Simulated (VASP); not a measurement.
**Al3Cu2: single point with r2SCAN**

Crystal: Al3Cu2.

```
CELL_PARAMETERS angstrom
3.98648 0.00000 0.00000
-1.99324 3.45239 0.00000
0.00000 0.00000 4.85481
ATOMIC_POSITIONS crystal
Al 0.00000 0.00000 0.00000
Al 0.33333 0.66667 0.35167
Al 0.66667 0.33333 0.64833
Cu 0.33333 0.66667 0.84172
Cu 0.66667 0.33333 0.15828
```

```json
{
  "Program": "VASP 6.6.1",
  "Task": "single point",
  "Functional": "r2SCAN",
  "Potentials or basis": "VASP PAW PBE potentials, release 64 (Al, Cu)",
  "Cutoff": "520 eV",
  "k mesh": "12 × 12 × 8",
  "Occupations": "gaussian, width 0.1 eV",
  "Spin": "no spin polarisation",
  "Dipole correction": "no",
  "Further INCAR settings": "ALGO = Normal; EDIFF = 1e-06; NBANDS = 24"
}
```

```yaml
Pressure: 11.8 GPa
Largest_force: 0.003 eV/Å
```

Forces on the atoms (eV/Å):
```
Al   0.000  0.000  0.000
Al   0.000  0.000  0.002
Al   0.000  0.000 -0.002
Cu   0.000  0.000 -0.003
Cu   0.000  0.000  0.003
```

Levels at points of the mesh, in eV from the Fermi level:
| k point | band 13 | band 14 | band 15 | band 16 | band 17 | band 18 |
| --- | --- | --- | --- | --- | --- | --- |
| (0.00, 0.00, 0.00) | -4.05 | -0.32 | -0.32 | 1.44 | 1.44 | 3.34 |
| (0.50, 0.00, 0.00) | -3.53 | -3.44 | -2.92 | -0.74 | 0.32 | 0.49 |
| (0.00, 0.00, 0.50) | 1.27 | 1.27 | 1.28 | 1.28 | 1.79 | 2.75 |
| (0.50, 0.00, 0.50) | -4.59 | -3.89 | -2.08 | -0.24 | 0.93 | 1.33 |

Run time: 7.5 min on 1 thread of AMD EPYC 9R45 96-Core Processor (Zen 5), on a shared host, peak memory 0.28 GiB.

Caveat: the PAW data sets were made with another functional, which shifts forces and pressure a little.
